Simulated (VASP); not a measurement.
# Pb3F2: single point with PBE

Pb3F2:

```
Pb F
1.0
     4.35435    0.00000    0.00000
    -2.17718    3.77098    0.00000
     0.00000    0.00000    6.77467
Pb F
3 2
Direct
  0.00000 0.00000 0.00000
  0.33333 0.66667 0.64500
  0.66667 0.33333 0.35500
  0.33333 0.66667 0.24500
  0.66667 0.33333 0.75500
```

- Program: VASP 6.6.1
- Task: single point
- Functional: PBE
- Potentials or basis: VASP PAW PBE potentials, release 64 (Pb_d, F)
- Cutoff: 520 eV
- k mesh: 6 × 6 × 4
- Occupations: gaussian, width 0.1 eV
- Spin: no spin polarisation
- Dipole correction: no
- Further INCAR settings: ALGO = Normal; EDIFF = 1e-06; NBANDS = 36

* Pressure: 4.6 GPa
* Largest force: 1.041 eV/Å
* Band gap on the k mesh: zero (bands 28 and 29 overlap by 2.41 eV)

Forces on the atoms (eV/Å):
```
Pb   0.000  0.000  0.000
Pb   0.000  0.000  1.041
Pb   0.000  0.000 -1.041
F    0.000  0.000 -0.522
F    0.000  0.000  0.522
```

Stress tensor (GPa, compression positive):
```
3.21 0.00 0.00
0.00 3.21 0.00
0.00 0.00 7.39
```

Levels at points of the mesh, in eV from the Fermi level:
```csv
k point,band 24,band 25,band 26,band 27,band 28,band 29,band 30,band 31,band 32,band 33
"(0.00, 0.00, 0.00)",-5.09,-4.92,-3.80,1.16,1.42,1.61,1.61,1.91,1.91,4.67
"(0.50, 0.00, 0.00)",-5.01,-4.37,-3.71,-1.17,-0.48,-0.30,0.94,2.34,3.39,3.40
"(0.00, 0.00, 0.50)",-5.06,-4.81,-4.43,-0.72,0.98,0.98,3.10,3.10,3.29,3.84
"(0.50, 0.00, 0.50)",-5.18,-3.94,-3.71,-2.68,0.06,0.75,1.17,1.67,2.65,3.14
```

It took 37 s on 1 thread of Intel(R) Xeon(R) 6975P-C (Granite Rapids), on a shared host, peak memory 0.25 GiB.

Caveat: the cell stands under pressure; spin-orbit coupling is left out, which moves the levels of the heavy elements; forces of over 1 eV/Å act on the atoms, so gaps and moduli don't describe the material at rest.
